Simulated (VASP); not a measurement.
# Be (Fd-3m) in VASP: further runs, part 2 of 2

VASP 6.6.1. Earlier steps stand in the parts before.

**4. Single point, RPBE (14.49 Å³/atom)**

This run uses another cell than the first one, of 14.49 Å³/atom.

INCAR

```
  PREC = Accurate
  ENCUT = 520
  EDIFF = 1E-7
  ISMEAR = -1
  SIGMA = 0.1
  LREAL = F
  LASPH = T
  NELM = 80
  ALGO = Normal
  ISIF = 2
  LWAVE = F
  LCHARG = F
  GGA = RP
  NBANDS = 9
```

KPOINTS

```
regular mesh
0
Gamma
  12 12 12
```

POSCAR

```
Be
1.0
    0.0000000000      2.4380589938      2.4380589938
    2.4380589938      0.0000000000      2.4380589938
    2.4380589938      2.4380589938      0.0000000000
Be
2
Direct
    0.1250000000      0.1250000000      0.1250000000
    0.8750000000      0.8750000000      0.8750000000
```

Launch:

```
cat potpaw_PBE.64/Be/POTCAR > POTCAR
mpirun -np 1 vasp_std > vasp.out
```

It took 32 s on 1 thread of AMD EPYC 7R13, shared host; peak memory 0.12 GiB.

The run converged. Its results:

```
Free energy            : -3.8616 eV
Pressure               : 1.8 GPa
Band gap on the k mesh : zero (bands 2 and 3 overlap by 6.27 eV)
```

Levels at points of the mesh, in eV from the Fermi level:
| k point | band 1 | band 2 | band 3 | band 4 | band 5 | band 6 | band 7 |
| --- | --- | --- | --- | --- | --- | --- | --- |
| (0.00, 0.00, 0.00) | -7.39 | 4.85 | 4.85 | 4.85 | 7.37 | 7.37 | 7.37 |
| (0.50, 0.00, 0.00) | -3.72 | -3.56 | 3.09 | 3.09 | 8.51 | 8.51 | 10.47 |
| (0.50, 0.50, 0.00) | -2.44 | -2.44 | 0.75 | 0.75 | 6.21 | 6.21 | 15.47 |

Caveat: the PAW data sets were made with another functional, which shifts forces and pressure a little.

**5. Single point, RPBE (15.10 Å³/atom)**

This run uses another cell than the first one, of 15.10 Å³/atom.

INCAR

```
ALGO = Normal
EDIFF = 1E-7
ENCUT = 520
GGA = RP
ISIF = 2
ISMEAR = -1
LASPH = True
LCHARG = False
LREAL = False
LWAVE = False
NBANDS = 9
NELM = 100
PREC = Accurate
SIGMA = 0.1
```

KPOINTS

```
k-points
0
Gamma
  12 12 12
```

POSCAR

```
Be
1.0
    0.0000000000      2.4714612130      2.4714612130
    2.4714612130      0.0000000000      2.4714612130
    2.4714612130      2.4714612130      0.0000000000
Be
2
Direct
    0.1250000000      0.1250000000      0.1250000000
    0.8750000000      0.8750000000      0.8750000000
```

Potentials or basis: VASP PAW PBE potentials, release 64 (Be).

Launch:

```
cat potpaw_PBE.64/Be/POTCAR > POTCAR
mpirun -np 1 vasp_std > vasp.out
```

OUTCAR:

```text
EDIFF = 1E-7
   ENCUT = 520
   GGA = RP
   ISIF = 2
   ISMEAR = -1
   LASPH = True
   LREAL = False
   NELM = 100
   PREC = Accurate

 ion  position               nearest neighbor table
   1  0.125  0.125  0.125-   2 2.14   2 2.14   2 2.14   2 2.14
   2  0.875  0.875  0.875-   1 2.14   1 2.14   1 2.14   1 2.14

  LATTYP: Found a face centered cubic cell.
 ALAT       =     4.9429224260

  Lattice vectors:

 A1 = (   0.0000000000,   2.4714612130,   2.4714612130)
 A2 = (   2.4714612130,   0.0000000000,   2.4714612130)
 A3 = (   2.4714612130,   2.4714612130,   0.0000000000)

Analysis of symmetry for initial positions (statically):
=====================================================================
 Subroutine PRICEL returns:
 Original cell was already a primitive cell.

 Routine SETGRP: Setting up the symmetry group for a
 face centered cubic supercell.

 Subroutine GETGRP returns: Found 48 space group operations
 (whereof 12 operations were pure point group operations)
 out of a pool of 48 trial point group operations.

The static configuration has the point symmetry D_3d.
 The point group associated with its full space group is O_h .
[... 168 lines left out ...]

 k-point     1 :       0.0000    0.0000    0.0000
  band No.  band energies     occupation
      1      -5.4975      2.00000
      2       6.4374      0.00000
      3       6.4374      0.00000
      4       6.4374      0.00000
      5       8.9198      0.00000
      6       8.9198      0.00000
      7       8.9198      0.00000
      8      15.3912      0.00000
      9      15.8166      0.00000
[... 265 lines left out ...]
 k-point    24 :      -0.4167    0.1667    0.0000
  band No.  band energies     occupation
      1      -1.9021      2.00000
      2      -1.0415      2.00000
      3       3.1522      0.00000
      4       4.1836      0.00000
      5       9.3708      0.00000
      6      11.3643      0.00000
      7      12.8216      0.00000
      8      14.7213      0.00000
      9      16.3949      0.00000

 [... further k-points ...]

------------------------ aborting loop because EDIFF is reached ----------------------------------------

  FORCE on cell =-STRESS in cart. coord.  units (eV):
  Direction    XX          YY          ZZ          XY          YZ          ZX
  --------------------------------------------------------------------------------------
  -------------------------------------------------------------------------------------
  Total       -0.0008665     -0.0008665     -0.0008665      0.0000000      0.0000000     -0.0000000
  in kB       -0.0459819     -0.0459819     -0.0459819      0.0000000      0.0000000     -0.0000000
  external PRESSURE =      -0.0459819 kB  Pullay stress =       0.0000000 kB

 VOLUME and BASIS-vectors are now :
 -----------------------------------------------------------------------------
  energy-cutoff  :      520.00
  volume of cell :       30.19
      direct lattice vectors                 reciprocal lattice vectors
     0.000000000  2.471461213  2.471461213    -0.202309467  0.202309467  0.202309467
     2.471461213  0.000000000  2.471461213     0.202309467 -0.202309467  0.202309467
     2.471461213  2.471461213  0.000000000     0.202309467  0.202309467 -0.202309467

 POSITION                                       TOTAL-FORCE (eV/Angst)
 -----------------------------------------------------------------------------------
      0.61787      0.61787      0.61787         0.000000      0.000000      0.000000
      4.32506      4.32506      4.32506        -0.000000     -0.000000     -0.000000
 -----------------------------------------------------------------------------------
    total drift:                               -0.000000     -0.000000     -0.000000

  FREE ENERGIE OF THE ION-ELECTRON SYSTEM (eV)
  ---------------------------------------------------
  free  energy   TOTEN  =        -3.8682198443 eV

  energy  without entropy=       -3.8343699364  energy(sigma->0) =       -3.85129489
```

OSZICAR:

```text
N       E                     dE             d eps       ncg     rms          rms(c)
DAV:   1    -0.548698515355E+00   -0.54870E+00   -0.13784E+03  1296   0.329E+02
DAV:   2    -0.383715029443E+01   -0.32885E+01   -0.31435E+01  1893   0.362E+01
DAV:   3    -0.389426925435E+01   -0.57119E-01   -0.56529E-01  1634   0.365E+00
DAV:   4    -0.389437004313E+01   -0.10079E-03   -0.10076E-03  1842   0.170E-01
DAV:   5    -0.389437007454E+01   -0.31402E-07   -0.31433E-07  1603   0.244E-03    0.779E-01
DAV:   6    -0.387550933000E+01    0.18861E-01   -0.56889E-03  1856   0.545E-01    0.474E-01
DAV:   7    -0.386819882233E+01    0.73105E-02   -0.80581E-03  1909   0.621E-01    0.260E-02
DAV:   8    -0.386822321277E+01   -0.24390E-04   -0.91686E-05  1492   0.550E-02    0.118E-02
DAV:   9    -0.386822099035E+01    0.22224E-05   -0.15304E-05  1491   0.310E-02    0.206E-03
DAV:  10    -0.386821992455E+01    0.10658E-05   -0.38773E-07  1611   0.512E-03    0.510E-04
DAV:  11    -0.386821984430E+01    0.80242E-07   -0.46512E-08  1144   0.126E-03
   1 F= -.38682198E+01 E0= -.38512949E+01  d E =-.338499E-01
```

stdout:

```text
POSCAR found type information on POSCAR Be
 POSCAR found :  1 types and       2 ions
 scaLAPACK will be used
 -----------------------------------------------------------------------------
|                                                                             |
|                                                                             |
|     You enforced a specific xc type in the INCAR file but a different       |
|     I HOPE YOU KNOW WHAT YOU ARE DOING!                                     |
|                                                                             |
 -----------------------------------------------------------------------------

 LDA part: xc-table for (Slater+PW92), standard interpolation
 POSCAR, INCAR and KPOINTS ok, starting setup
 FFT: planning ... GRIDC
 FFT: planning ... GRID_SOFT
 FFT: planning ... GRID
 WAVECAR not read
 entering main loop
```

It took 30 s on 1 thread of AMD EPYC 7R13, shared host; peak memory 0.12 GiB.

Results:

| Property | Result |
| --- | --- |
| Free energy | -3.8682 eV |
| Pressure | 0.0 GPa |
| Band gap on the k mesh | zero (bands 2 and 3 overlap by 6.03 eV) |

Caveat: the PAW data sets were made with another functional, which shifts forces and pressure a little.

**6. Single point, RPBE (15.70 Å³/atom)**

This run uses another cell than the first one, of 15.70 Å³/atom.

INCAR

```
SYSTEM = Be
PREC = Accurate ; ENCUT = 520
EDIFF = 1E-6 ; ISMEAR = -1
SIGMA = 0.1 ; LREAL = .False.
LASPH = .True. ; NELM = 60
ALGO = Normal ; ISIF = 2
LWAVE = .False. ; LCHARG = .False.
GGA = RP ; NBANDS = 9
```

KPOINTS

```
Automatic mesh
0
Gamma
  12 12 12
  0 0 0
```

POSCAR

```
Be
1.0
    0.0000000000      2.5039841691      2.5039841691
    2.5039841691      0.0000000000      2.5039841691
    2.5039841691      2.5039841691      0.0000000000
Be
2
Direct
    0.1250000000      0.1250000000      0.1250000000
    0.8750000000      0.8750000000      0.8750000000
```

Potentials or basis: VASP PAW PBE potentials, release 64 (Be).

Launch:

```
cat potpaw_PBE.64/Be/POTCAR > POTCAR
mpirun -np 1 vasp_std > vasp.out
```

Run time: 32 s. Hardware: 1 thread of AMD EPYC 7R13, shared host; peak memory 0.12 GiB.

The run converged. Its results:

| Property | Result |
| --- | --- |
| Free energy | -3.8623 eV |
| Pressure | -1.5 GPa |
| Band gap on the k mesh | zero (bands 2 and 3 overlap by 5.82 eV) |

Levels at points of the mesh, in eV from the Fermi level:
| k point | band 1 | band 2 | band 3 | band 4 | band 5 |
| --- | --- | --- | --- | --- | --- |
| (0.00, 0.00, 0.00) | -7.07 | 4.58 | 4.58 | 4.58 | 7.03 |
| (0.50, 0.00, 0.00) | -3.66 | -3.30 | 2.93 | 2.93 | 8.15 |
| (0.50, 0.50, 0.00) | -2.36 | -2.36 | 0.75 | 0.75 | 5.92 |

Caveat: the PAW data sets were made with another functional, which shifts forces and pressure a little.

**7. Summary**

```csv
cell,gap on the mesh (eV),pressure (GPa)
"a = 3.349 Å, angles 60.0°, 2 atoms",none,6.6
"a = 3.399 Å, angles 60.0°, 2 atoms",none,4.0
"a = 3.448 Å, angles 60.0°, 2 atoms",none,1.8
"a = 3.495 Å, angles 60.0°, 2 atoms",none,0.0
"a = 3.541 Å, angles 60.0°, 2 atoms",none,-1.5
```

Alike in all rows: task single point; level RPBE; potentials or basis VASP PAW PBE potentials, release 64 (Be); no spin polarisation; k mesh 12 × 12 × 12; cutoff (eV) 520; smearing fermi-dirac 0.1 eV.

Caveats: the PAW data sets were made with another functional, which shifts forces and pressure a little; the cell stands under pressure (at least some runs).

Total energies depend on the potentials used, so only differences within one code and one set of settings carry meaning.
